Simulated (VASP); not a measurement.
Input of a VASP 6.6.1 run:

POSCAR

```
Y
1.0
    0.0000000000      2.6004736951      2.6004736951
    2.6004736951      0.0000000000      2.6004736951
    2.6004736951      2.6004736951      0.0000000000
Y
1
Direct
    0.0000000000      0.0000000000      0.0000000000
```

Contents of INCAR.step1:

```
ALGO = Normal ; EDIFF = 1E-4
ENCUT = 520 ; GGA = PE
ISMEAR = 0 ; LASPH = True
LCHARG = False ; LREAL = False
LWAVE = True ; NBANDS = 12
NELM = 60 ; PREC = Accurate
SIGMA = 0.1
```

The input INCAR.step2:

```
ALGO = Normal ; EDIFF = 1E-6
ENCUT = 520 ; ISIF = 2
ISMEAR = 0 ; ISTART = 1
LASPH = True ; LCHARG = True
LELF = True ; LMIXTAU = True
LREAL = False ; LVHAR = True
LWAVE = False ; METAGGA = R2SCAN
NBANDS = 12 ; NELM = 60
PREC = Accurate ; SIGMA = 0.1
```

File KPOINTS:

```
k-points
0
Gamma
  14 14 14
```

Potentials or basis: VASP PAW PBE potentials, release 64 (Y_sv).

Launch:

```console
$ cat potpaw_PBE.64/Y_sv/POTCAR > POTCAR
$ cp INCAR.step1 INCAR
$ mpirun -np 1 vasp_std > vasp.out
$ cp INCAR.step2 INCAR
$ mpirun -np 1 vasp_std > vasp.out
```

(1) What does it give for the pressure?

(2) What does it give for the band gap on the k mesh?

Answers

(1) -1.9 GPa.

(2) zero (an odd number of electrons rules out a gap without spin polarisation).

Caveat: the PAW data sets were made with another functional, which shifts forces and pressure a little.
